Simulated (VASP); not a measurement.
# TiC: single point with PBEsol

TiC:

```
Ti C
1.0
     0.00000    2.14669    2.14669
     2.14669    0.00000    2.14669
     2.14669    2.14669    0.00000
Ti C
1 1
Direct
  0.00000 0.95342 0.00000
  0.50000 0.50000 0.50000
```

This cell differs from its parent crystal: atom 1 (Ti) moved by (-0.100, -0.100) A along x and z.

```json
{"Program": "VASP 6.6.1", "Task": "single point", "Functional": "PBEsol", "Potentials or basis": "VASP PAW PBE potentials, release 64 (Ti_sv, C)", "Cutoff": "520 eV", "k mesh": "24 × 24 × 24", "Occupations": "gaussian, width 0.15 eV", "Spin": "no spin polarisation"}
```

```
Pressure               : 2.8 GPa
Largest force          : 1.356 eV/Å
Band gap on the k mesh : zero (bands 8 and 9 overlap by 0.75 eV)
```

Forces on the atoms (eV/Å):
```
Ti   0.959  0.000  0.959
C   -0.959  0.000 -0.959
```

Stress tensor (GPa, compression positive):
```
 3.85  0.00 -1.98
 0.00  0.61  0.00
-1.98  0.00  3.85
```

Levels at points of the mesh, in eV from the Fermi level:
| k point | band 6 | band 7 | band 8 | band 9 | band 10 | band 11 |
| --- | --- | --- | --- | --- | --- | --- |
| (0.00, 0.00, 0.00) | 0.06 | 0.12 | 0.59 | 0.64 | 1.43 | 2.23 |
| (0.50, 0.00, 0.00) | -6.04 | -3.01 | -2.93 | 2.93 | 2.94 | 4.17 |
| (0.00, 0.50, 0.00) | -6.05 | -3.08 | -3.04 | 2.93 | 2.97 | 4.23 |
| (0.50, 0.50, 0.00) | -3.49 | -2.06 | -0.13 | 0.21 | 2.88 | 3.58 |
| (0.50, 0.00, 0.50) | -3.53 | -2.25 | -0.24 | 0.48 | 2.99 | 3.58 |

Wall time 4 min on 1 thread of AMD EPYC 9R45 96-Core Processor (Zen 5), with other jobs on the host, peak memory 0.62 GiB.

Caveat: the cell differs from its parent crystal (atom 1 (Ti) moved by (-0.100, -0.100) A along x and z); the PAW data sets were made with another functional, which shifts forces and pressure a little.
